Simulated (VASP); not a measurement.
Crystal: Ga2N.

```
CELL_PARAMETERS angstrom
0.00000 3.56388 3.56388
3.56388 0.00000 3.56388
3.56388 3.56388 0.00000
ATOMIC_POSITIONS crystal
Ga 0.12500 0.12500 0.12500
Ga 0.62500 0.12500 0.12500
Ga 0.12500 0.12500 0.62500
Ga 0.12500 0.62500 0.12500
N 0.50000 0.50000 0.50000
N 0.75000 0.75000 0.75000
```

The cell was generated, and may not be a known phase.

| Property | Result |
| --- | --- |
| Program | VASP 6.6.1 |
| Task | relaxation of cell and atoms |
| Functional | PBE |
| Potentials or basis | VASP PAW PBE potentials, release 64 (Ga_d, N) |
| Cutoff | 600 eV |
| k mesh | 4 × 4 × 4 |
| Occupations | gaussian, width 0.1 eV |
| Spin | collinear spin, ferromagnetic start |
| Starting moments | [0.0, 0.0, 0.0, 0.0, 1.0, 1.0] μB |

At the start: pressure 7.9 GPa; volume 15.09 Å³/atom.

Task: How do energy, volume and symmetry change on relaxing?

Result: Over 4 steps the energy falls by 47.0 meV/atom and the volume is 17.24 Å³/atom (+14.3 %); space group Fd-3m (No. 227, to 0.1 Å) before and after; moment 2.73 μB per cell.

The path:
```
step  energy change (eV)  largest force (eV/Å)  pressure (GPa)  volume (Å³)
   1              0.0000                0.0000            7.92        90.53
   2             -0.2716                0.0000            1.35       100.66
   3             -0.2814                0.0000           -0.40       104.33
   4             -0.2823                0.0000            0.15       103.46
```

Final structure:
```
Ga N
1.0
     0.00000    3.72607    3.72607
     3.72607    0.00000    3.72607
     3.72607    3.72607    0.00000
Ga N
4 2
Direct
  0.12500 0.12500 0.12500
  0.62500 0.12500 0.12500
  0.12500 0.12500 0.62500
  0.12500 0.62500 0.12500
  0.50000 0.50000 0.50000
  0.75000 0.75000 0.75000
```

Caveat: the k points lie up to 0.37 Å⁻¹ apart in the final cell.
